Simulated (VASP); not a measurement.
# Cl (P6_3/mmc) in VASP: further runs, part 2 of 2

VASP 6.6.1. Earlier steps stand in the parts before.

### Step 3. Single point, PBEsol (18.51 Å³/atom)

Input file INCAR:

```
SYSTEM = Cl
PREC = Accurate
ENCUT = 520
EDIFF = 1E-6
ISMEAR = -1
SIGMA = 0.08
LREAL = .False.
LASPH = .True.
NELM = 80
ALGO = Normal
ISIF = 2
LWAVE = .False.
LCHARG = .False.
GGA = PS
NBANDS = 14
```

Input file KPOINTS:

```
Automatic mesh
0
Gamma
  15 15 8
  0 0 0
```

Input file POSCAR:

```
Cl
1.0
    3.3089372509      0.0000000000      0.0000000000
   -1.6544686255      2.8656237188      0.0000000000
    0.0000000000      0.0000000000      3.9042084515
Cl
2
Direct
    0.3333333333      0.6666666667      0.2500000000
    0.6666666667      0.3333333333      0.7500000000
```

Potentials or basis: VASP PAW PBE potentials, release 64 (Cl).

Launch:

```sh
cat potpaw_PBE.64/Cl/POTCAR > POTCAR
mpirun -np 1 vasp_std > vasp.out
```

OUTCAR:

```text
SYSTEM = Cl
   PREC = Accurate
   ENCUT = 520
   EDIFF = 1E-6
   ISMEAR = -1
   LREAL = .False.
   LASPH = .True.
   NELM = 80
   ISIF = 2
   GGA = PS

 ion  position               nearest neighbor table
   1  0.333  0.667  0.250-
   2  0.667  0.333  0.750-

  LATTYP: Found a hexagonal cell.
 ALAT       =     3.3089372509
 C/A-ratio  =     1.1798980021

  Lattice vectors:

 A1 = (   3.3089372509,   0.0000000000,   0.0000000000)
 A2 = (  -1.6544686255,   2.8656237188,   0.0000000000)
 A3 = (   0.0000000000,   0.0000000000,   3.9042084515)

Analysis of symmetry for initial positions (statically):
=====================================================================
 Subroutine PRICEL returns:
 Original cell was already a primitive cell.

 Routine SETGRP: Setting up the symmetry group for a
 hexagonal supercell.

 Subroutine GETGRP returns: Found 24 space group operations
 (whereof 12 operations were pure point group operations)
 out of a pool of 24 trial point group operations.

The static configuration has the point symmetry D_3d.
 The point group associated with its full space group is D_6h.

Analysis of symmetry for dynamics (positions and initial velocities):
=====================================================================
 Subroutine PRICEL returns:
 Original cell was already a primitive cell.

 Routine SETGRP: Setting up the symmetry group for a
 hexagonal supercell.

 Subroutine GETGRP returns: Found 24 space group operations
 (whereof 12 operations were pure point group operations)
 out of a pool of 24 trial point group operations.

The dynamic configuration has the point symmetry D_3d.
 The point group associated with its full space group is D_6h.

 Subroutine INISYM returns: Found 24 space group operations
 (whereof 12 operations are pure point group operations),
 and found     1 'primitive' translations

----------------------------------------------------------------------------------------

                                     Primitive cell

  volume of cell :      37.0204

  direct lattice vectors                    reciprocal lattice vectors
     3.308937251  0.000000000  0.000000000     0.302211835  0.174482085  0.000000000
    -1.654468626  2.865623719  0.000000000     0.000000000  0.348964169  0.000000000
     0.000000000  0.000000000  3.904208452     0.000000000  0.000000000  0.256133865

  length of vectors
     3.308937251  3.308937251  3.904208452     0.348964169  0.348964169  0.256133865

  position of ions in fractional coordinates (direct lattice)
     0.333333333  0.666666667  0.250000000
     0.666666667  0.333333333  0.750000000

  ion indices of the primitive-cell ions
   primitive index   ion index
                 1           1
                 2           2

----------------------------------------------------------------------------------------

 KPOINTS: Automatic mesh

Automatic generation of k-mesh.
 Grid dimensions read from file:
 generate k-points for:   15   15    8

 Generating k-lattice:

  Cartesian coordinates                     Fractional coordinates (reciprocal lattice)
     0.020147456  0.011632139  0.000000000     0.066666667  0.000000000  0.000000000
     0.000000000  0.023264278  0.000000000     0.000000000  0.066666667  0.000000000
     0.000000000  0.000000000  0.032016733     0.000000000  0.000000000  0.125000000

  Length of vectors
     0.023264278  0.023264278  0.032016733

  Shift w.r.t. Gamma in fractional coordinates (k-lattice)
     0.000000000  0.000000000  0.000000000

 Subroutine IBZKPT returns following result:
 ===========================================

 Found    135 irreducible k-points:

 Following reciprocal coordinates:
            Coordinates               Weight
  0.000000  0.000000  0.000000      1.000000
  0.066667  0.000000  0.000000      6.000000
  0.133333  0.000000  0.000000      6.000000
  0.200000  0.000000  0.000000      6.000000
  0.266667  0.000000  0.000000      6.000000
  0.333333  0.000000  0.000000      6.000000
[... 16 lines left out ...]
  0.333333  0.200000  0.000000     12.000000
  0.400000  0.200000  0.000000      6.000000
 [... further k-points ...]
   k-points           NKPTS =    135   k-points in BZ     NKDIM =    135   number of bands    NBANDS=     14
   number of dos      NEDOS =    301   number of ions     NIONS =      2
   total plane-waves  NPLWV =  23520
   dimension x,y,z NGX =    28 NGY =   28 NGZ =   30
   dimension x,y,z NGXF=    56 NGYF=   56 NGZF=   60
   ions per type =               2
   NGX,Y,Z   is equivalent  to a cutoff of  14.07, 14.07, 12.77 a.u.
   NGXF,Y,Z  is equivalent  to a cutoff of  28.14, 28.14, 25.55 a.u.
 SYSTEM =  Cl
   PREC   = accura    normal or accurate (medium, high low for compatibility)
   ISTART =      0    job   : 0-new  1-cont  2-samecut
   ICHARG =      2    charge: 1-file 2-atom 10-const
   ISPIN  =      1    spin polarized calculation?
   LNONCOLLINEAR =      F non collinear calculations
   LSORBIT =      F    spin-orbit coupling
   LASPH  =      T    aspherical Exc in radial PAW
   ENCUT  =  520.0 eV  38.22 Ry    6.18 a.u.   6.15  6.15  7.26*2*pi/ulx,y,z
   NELM   =     80;   NELMIN=  2; NELMDL= -5     # of ELM steps
   EDIFF  = 0.1E-05   stopping-criterion for ELM
   LREAL  =      F    real-space projection
   EDIFFG = 0.1E-04   stopping-criterion for IOM
   NSW    =      0    number of steps for IOM
   IBRION =     -1    ionic relax: 0-MD 1-quasi-New 2-CG
   NFREE  =      0    steps in history (QN), initial steepest desc. (CG)
   ISIF   =      2    stress and relaxation
   ISYM   =      2    0-nonsym 1-usesym 2-fastsym
   POTIM  = 0.5000    time-step for ionic-motion
   TEBEG  =    0.0;   TEEND  =   0.0 temperature during run
   PSTRESS=    0.0 pullay stress
   NELECT =      14.0000    total number of electrons
   NUPDOWN=      -1.0000    fix difference up-down
   EMIN   =  10.00;   EMAX   =-10.00  energy-range for DOS
   EFERMI =   0.00;   METHOD = LEGACY
   ISMEAR =    -1;   SIGMA  =   0.08  broadening in eV -4-tet -1-fermi 0-gaus
   EFERMI_NEDOS =   21; number of points for ismear=-14 and -15
   IALGO  =     38    algorithm
   IMIX   =      4    mixing-type and parameters
     AMIX     =   0.40;   BMIX     =  1.00
     AMIX_MAG =   1.60;   BMIX_MAG =  1.00
  volume/ion in A,a.u.               =      18.51       124.91
  Fermi-wavevector in a.u.,A,eV,Ry     =   1.183870  2.237190 19.069214  1.401548
  Thomas-Fermi vector in A             =   2.320096
   LORBIT       =      0    0 simple, 1 ext, 2 COOP (PROOUT), +10 PAW based schemes
   GGA     = PS    functional components
   LHFCALC =     F    Hartree Fock is set to
   AEXX    =    0.0000 exact exchange contribution
   IVDW    =     0    specifies the selected vdW correction
   LEPSILON=     F    determine dielectric tensor
   LRPA    =     F    only Hartree local field effects (RPA)
 non-spin polarized calculation
  energy-cutoff  :      520.00
  volume of cell :       37.02
 maximum number of plane-waves:      1014
 NGX is ok and might be reduce to    28
   NGX = 13   NGY = 13   NGZ = 15

 number of electron      14.0000001 magnetization

 Free energy of the ion-electron system (eV)
  ---------------------------------------------------
  ext. energy  EPLUGINS =         0.00000000
  ---------------------------------------------------
  free energy    TOTEN  =        -2.68242640 eV

  energy without entropy =       -2.63556139  energy(sigma->0) =       -2.65899389

 E-fermi :   3.8543     XC(G=0): -10.3777

 val. band max:        3.8512162389   @ k =   0.2667   0.0667   0.1250
 cond. band min:       3.8680599859   @ k =   0.2000   0.0667   0.1250
 fundamental gap:      0.0168437470
 Fermi energy:         3.8543230307

 k-point     1 :       0.0000    0.0000    0.0000
  band No.  band energies     occupation
      1     -13.1744      2.00000
      2      -9.0207      2.00000
      3      -1.7085      2.00000
      4       1.7039      2.00000
      5       1.7039      2.00000
      6       3.7803      1.43248
      7       3.7803      1.43248
      8       5.2254      0.00000
      9      10.6341      0.00000
     10      13.0666      0.00000
     11      15.8478      0.00000
     12      15.8478      0.00000
     13      17.4506      0.00000
     14      17.4506      0.00000
[... 375 lines left out ...]
 k-point    24 :       0.4000    0.2000    0.0000
  band No.  band energies     occupation
      1     -11.1532      2.00000
      2     -10.3038      2.00000
      3      -1.3083      2.00000
      4       0.6720      2.00000
      5       0.6740      2.00000
      6       1.5304      2.00000
      7       1.9208      2.00000
      8       3.6132      1.90642
      9      12.1567      0.00000
     10      12.6574      0.00000
     11      15.8371      0.00000
     12      16.1114      0.00000
     13      18.3119      0.00000
     14      19.9516      0.00000

 [... further k-points ...]
[... 5 lines left out ...]
  --------------------------------------------------------------------------------------
  -------------------------------------------------------------------------------------
  Total        1.0968025      1.0968025      1.0967730     -0.0000000      0.0000000      0.0000000
  in kB       47.4677150     47.4677150     47.4664369     -0.0000000      0.0000000      0.0000000
  external PRESSURE =      47.4672889 kB  Pullay stress =       0.0000000 kB

 VOLUME and BASIS-vectors are now :
 -----------------------------------------------------------------------------
  energy-cutoff  :      520.00
  volume of cell :       37.02
      direct lattice vectors                 reciprocal lattice vectors
     3.308937251  0.000000000  0.000000000     0.302211835  0.174482085  0.000000000
    -1.654468626  2.865623719  0.000000000     0.000000000  0.348964169  0.000000000
     0.000000000  0.000000000  3.904208452     0.000000000  0.000000000  0.256133865

 POSITION                                       TOTAL-FORCE (eV/Angst)
 -----------------------------------------------------------------------------------
     -0.00000      1.91042      0.97605        -0.000000      0.000000      0.000000
      1.65447      0.95521      2.92816         0.000000      0.000000      0.000000
 -----------------------------------------------------------------------------------
    total drift:                               -0.000000      0.000000      0.000000

  FREE ENERGIE OF THE ION-ELECTRON SYSTEM (eV)
  ---------------------------------------------------
  free  energy   TOTEN  =        -2.6824264026 eV

  energy  without entropy=       -2.6355613867  energy(sigma->0) =       -2.65899389
```

stdout:

```text
POSCAR found type information on POSCAR Cl
 POSCAR found :  1 types and       2 ions
 scaLAPACK will be used
 -----------------------------------------------------------------------------
|                                                                             |
|                                                                             |
|     You enforced a specific xc type in the INCAR file but a different       |
|     I HOPE YOU KNOW WHAT YOU ARE DOING!                                     |
|                                                                             |
 -----------------------------------------------------------------------------

 LDA part: xc-table for (Slater+PW92), standard interpolation
 POSCAR, INCAR and KPOINTS ok, starting setup
 FFT: planning ... GRIDC
 FFT: planning ... GRID_SOFT
 FFT: planning ... GRID
 WAVECAR not read
 entering main loop
```

Run time: 21 s. Hardware: 1 thread of AMD EPYC 9R45 (Zen 5), shared host; peak memory 0.15 GiB.

What came out:

```yaml
Free_energy: -2.6824 eV
Pressure: 4.7 GPa
Band_gap_on_the_k_mesh: zero (bands 7 and 8 overlap by 2.16 eV)
```

Caveat: the cell stands under pressure; the PAW data sets were made with another functional, which shifts forces and pressure a little.
